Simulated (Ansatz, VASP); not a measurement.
## Hf in VASP and in Ansatz

File INCAR:

```
  PREC = Accurate
  ENCUT = 520
  EDIFF = 1E-6
  ISMEAR = 0
  SIGMA = 0.2
  LREAL = F
  LASPH = T
  NELM = 80
  ALGO = Normal
  ISIF = 2
  LWAVE = F
  LCHARG = T
  GGA = PE
  LELF = T
  LVHAR = T
  NBANDS = 11
```

Contents of KPOINTS:

```
Automatic mesh
0
Gamma
  13 13 13
```

The input POSCAR:

```
Hf
1.0
    0.0000000000      2.2424017020      2.2424017020
    2.2424017020      0.0000000000      2.2424017020
    2.2424017020      2.2424017020      0.0000000000
Hf
1
Direct
    0.0000000000      0.0000000000      0.0000000000
```

Input for Ansatz:

```yaml
crystal:
  lattice:
    - [0.0, 2.242401702, 2.242401702]
    - [2.242401702, 0.0, 2.242401702]
    - [2.242401702, 2.242401702, 0.0]
  atoms:
    - { symbol: Hf, position: [0.0, 0.0, 0.0] }
kpoints:
  mp_grid: { grid: [13, 13, 13] }
scf:
  occupations: { method: gaussian, width: 0.2 }
hamiltonian:
  xc: pbe
  pseudopotentials: { kind: all_electron, lapw: { basis_error: 0.00025 } }
output:
  forces: true
  stress: true
  eigenvalues: true
```

Alike in both runs: task single point; functional PBE; k mesh 13 × 13 × 13; occupations gaussian, width 0.2 eV; no spin polarisation.

```csv
,VASP,Ansatz
version,VASP 6.6.1,Ansatz 0.2.0
potentials or method,"VASP PAW PBE potentials, release 64 (Hf_pv), cutoff 520 eV","all-electron LAPW, scalar-relativistic"
```

|  | VASP | Ansatz | Ansatz less VASP |
| --- | --- | --- | --- |
| pressure (GPa) | -0.3 | 0.1 | +0.45 |

Ansatz ran all-electron here, and VASP with PAW potentials.

Spin-orbit coupling is off throughout.
